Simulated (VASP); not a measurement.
Wanted: the native input for a VASP 6.6.1 run.

```
Task                   : single point
Functional             : r2SCAN
Potentials or basis    : VASP PAW PBE potentials, release 64 (Rh_pv)
Cutoff                 : 520 eV
k mesh                 : 22 × 22 × 22
Occupations            : gaussian, width 0.15 eV
Spin                   : no spin polarisation
Dipole correction      : no
Further INCAR settings : ALGO = Normal; EDIFF = 1e-06; NBANDS = 14
```

Rh:

```
Rh
1.0
     0.00000    1.85401    1.99663
     1.85401    0.00000    1.99663
     1.85401    1.85401    0.00000
Rh
1
Direct
  0.00000 0.00000 0.00000
```

This cell differs from its parent crystal: strain -0.025 along x and y, +0.050 along z.

These files were run (other wordings do the same):

POSCAR

```
Rh
1.0
    0.0000000000      1.8540112500      1.9966275000
    1.8540112500      0.0000000000      1.9966275000
    1.8540112500      1.8540112500      0.0000000000
Rh
1
Direct
    0.0000000000      0.0000000000      0.0000000000
```

INCAR.step1

```
PREC     = Accurate       # precision mode
ENCUT    = 520            # plane-wave cutoff, eV
ISMEAR   = 0              # smearing method
SIGMA    = 0.15           # smearing width, eV
LREAL    = F              # projectors in reciprocal space
LASPH    = T              # aspherical terms in the spheres
NELM     = 100            # most SCF steps
NBANDS   = 14             # bands
GGA      = PE             # functional
ALGO     = Normal         # electronic algorithm
EDIFF    = 1E-4           # SCF threshold, eV
LWAVE    = T              # write WAVECAR
LCHARG   = F              # write CHGCAR
```

INCAR.step2

```
PREC     = Accurate       # precision mode
ENCUT    = 520            # plane-wave cutoff, eV
EDIFF    = 1E-6           # SCF threshold, eV
ISMEAR   = 0              # smearing method
SIGMA    = 0.15           # smearing width, eV
LREAL    = F              # projectors in reciprocal space
LASPH    = T              # aspherical terms in the spheres
NELM     = 100            # most SCF steps
ALGO     = Normal         # electronic algorithm
ISIF     = 2              # what is computed and relaxed
LWAVE    = F              # write WAVECAR
LCHARG   = F              # write CHGCAR
METAGGA  = R2SCAN         # meta-GGA
LMIXTAU  = T            
NBANDS   = 14             # bands
ISTART   = 1
```

KPOINTS

```
regular mesh
0
Gamma
  22 22 22
```

Potentials or basis: VASP PAW PBE potentials, release 64 (Rh_pv).

Launch:

```bash
$ cat potpaw_PBE.64/Rh_pv/POTCAR > POTCAR
$ cp INCAR.step1 INCAR
$ mpirun -np 1 vasp_std > vasp.out
$ cp INCAR.step2 INCAR
$ mpirun -np 1 vasp_std > vasp.out
```

It gave:

| Item | Value |
| --- | --- |
| Pressure | 2.0 GPa |

Caveat: the cell differs from its parent crystal (strain -0.025 along x and y, +0.050 along z); the PAW data sets were made with another functional, which shifts forces and pressure a little.

Run time: 3.5 min on 1 thread of Intel(R) Xeon(R) 6975P-C (Granite Rapids), on a shared host, peak memory 0.25 GiB.
